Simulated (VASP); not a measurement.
Set up this calculation in VASP 6.6.1, as the native input.

```
Task                   : single point
Functional             : PBEsol
Potentials or basis    : VASP PAW PBE potentials, release 64 (Na_pv, F)
Cutoff                 : 600 eV
k mesh                 : 10 × 10 × 10
Occupations            : fermi-dirac, width 0.05 eV
Spin                   : no spin polarisation
Dipole correction      : no
Further INCAR settings : ALGO = Normal; EDIFF = 1e-06; NBANDS = 14
```

The structure of NaF (Villiaumite) lies in POSCAR:

```
NaF
1.0
    0.0000000000      2.1388120781      2.1388120781
    2.1388120781      0.0000000000      2.1388120781
    2.1388120781      2.1388120781      0.0000000000
Na F
1 1
Direct
    0.0000000000      0.0000000000      0.0000000000
    0.5000000000      0.5000000000      0.5000000000
```

One way to write it, as run:

INCAR

```
SYSTEM = NaF
PREC = Accurate ; ENCUT = 600
EDIFF = 1E-6 ; ISMEAR = -1
SIGMA = 0.05 ; LREAL = .FALSE.
LASPH = .TRUE. ; NELM = 120
ALGO = Normal ; ISIF = 2
LWAVE = .FALSE. ; LCHARG = .FALSE.
GGA = PS ; NBANDS = 14
GGA_COMPAT = .FALSE.
```

KPOINTS

```
Automatic mesh
0
G
  10 10 10
  0 0 0
```

Potentials or basis: VASP PAW PBE potentials, release 64 (Na_pv, F).

The run is started by

```sh
$ cat potpaw_PBE.64/Na_pv/POTCAR potpaw_PBE.64/F/POTCAR > POTCAR
$ mpirun -np 1 vasp_std > vasp.out
```

Results of the run:

```json
{"Pressure": "20.3 GPa", "Band gap on the k mesh": "7.63 eV, direct"}
```

Caveat: the PAW data sets were made with another functional, which shifts forces and pressure a little.

It took 16 s on 1 thread of Intel Xeon 8259CL, with other jobs on the host, peak memory 0.14 GiB.
